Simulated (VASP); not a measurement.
Runs of VASP 6.6.1 on HfO2. The structure is that of space group Fm-3m (No. 225), or close to it. The cells are those of the table. 

| level | cell | smearing | gap on the mesh (eV) | pressure (GPa) | largest force (eV/Å) |
| --- | --- | --- | --- | --- | --- |
| PBE | a = 3.527 Å, angles 60.9°, 3 atoms | fermi-dirac 0.02 eV | 3.88 | (c) | 0.01 |
| r2SCAN | a = 3.527 Å, angles 60.9°, 3 atoms | gaussian 0.01 eV | 4.38 | 1.9 | 0.02 |
| PBE | a = 3.529, b = 3.529, c = 3.577 Å, angles 59.5, 59.5, 60.9°, 3 atoms | fermi-dirac 0.02 eV | 3.59 | 9.8 | - |
| r2SCAN | a = 3.529, b = 3.529, c = 3.577 Å, angles 59.5, 59.5, 60.9°, 3 atoms | gaussian 0.01 eV | (a) | (b) | - |
| r2SCAN | a = 3.618, b = 3.618, c = 3.659 Å, angles 59.6, 59.6, 60.8°, 3 atoms | gaussian 0.01 eV | 4.00 | -14.6 | - |

Alike in all rows: task single point; potentials or basis VASP PAW PBE potentials, release 64 (Hf_pv, O); no spin polarisation; k mesh 8 × 8 × 8; cutoff (eV) 520.

Fill in the values left out.

(a) 4.12; (b) 3.7; (c) 8.0.

Caveats: spin-orbit coupling is left out, which moves the levels of the heavy elements; the PAW data sets were made with another functional, which shifts forces and pressure a little (some runs).

A k mesh can miss the band edges, and the runs leave out spin-orbit coupling on Hf.
